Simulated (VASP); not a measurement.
The system is GeSe.

```
CELL_PARAMETERS angstrom
10.80059 0.00000 0.00000
0.00000 3.96274 0.00000
0.00000 0.00000 4.21809
ATOMIC_POSITIONS crystal
Ge 0.12300 0.25000 0.09100
Ge 0.37700 0.75000 0.59100
Ge 0.62300 0.25000 0.40900
Ge 0.87700 0.75000 0.90900
Se 0.35700 0.25000 0.01600
Se 0.14300 0.75000 0.51600
Se 0.85700 0.25000 0.48400
Se 0.64300 0.75000 0.98400
```

- Program: VASP 6.6.1
- Task: relaxation of cell and atoms
- Functional: rev-vdW-DF2
- Potentials or basis: VASP PAW PBE potentials, release 64 (Ge_d, Se)
- Cutoff: 600 eV
- k mesh: 4 × 8 × 8
- Occupations: gaussian, width 0.03 eV
- Spin: no spin polarisation

At the start: pressure 0.4 GPa; volume 22.57 Å³/atom.

Task: How do energy, volume and symmetry change on relaxing?

Result: Over 27 steps the energy falls by 11.0 meV/atom and the volume is 23.49 Å³/atom (+4.1 %); space group Pnma (No. 62, to 0.1 Å) before and after.

Step by step:
```tsv
step	energy change (eV)	largest force (eV/Å)	pressure (GPa)	volume (Å³)
1	0.0000	0.2773	0.40	180.53
2	-0.0389	0.2097	0.06	181.97
3	-0.0410	0.2121	0.02	182.40
4	-0.0572	0.1293	0.26	182.91
5	-0.0665	0.1219	0.94	184.28
6	-0.0693	0.0478	0.63	183.83
7	-0.0798	0.0091	-0.09	187.35
8	-0.0799	0.0120	-0.14	187.63
9	-0.0830	0.0184	-0.08	187.72
10	-0.0851	0.0288	0.00	187.83
11	-0.0852	0.0334	0.05	187.87
12	-0.0856	0.0271	-0.06	188.26
13	-0.0857	0.0259	-0.12	188.48
14	-0.0859	0.0236	-0.09	188.46
15	-0.0865	0.0196	-0.10	188.40
16	-0.0870	0.0286	0.03	188.26
17	-0.0872	0.0217	0.00	188.33
18	-0.0876	0.0201	-0.10	188.54
19	-0.0879	0.0165	-0.05	188.28
20	-0.0880	0.0152	0.01	188.14
21	-0.0881	0.0152	0.05	187.85
22	-0.0881	0.0148	0.00	187.95
23	-0.0881	0.0151	0.06	187.88
24	-0.0881	0.0149	0.01	187.92
25	-0.0881	0.0150	0.04	187.90
26	-0.0882	0.0105	0.01	187.90
27	-0.0882	0.0059	-0.02	187.90
```

Final structure:
```xyz
8
Lattice="10.9774 0.0000 0.0000 0.0000 3.8830 0.0000 0.0000 0.0000 4.4082" Properties=species:S:1:pos:R:3 pbc="T T T"
Ge    1.3479    0.9708    0.4898
Ge    4.1408    2.9123    2.6938
Ge    6.8366    0.9708    1.7143
Ge    9.6295    2.9123    3.9184
Se    3.8925    0.9708    0.0100
Se    1.5962    2.9123    2.2141
Se    9.3812    0.9708    2.1941
Se    7.0849    2.9123    4.3981
```

Caveat: the PAW data sets were made with another functional, which shifts forces and pressure a little.
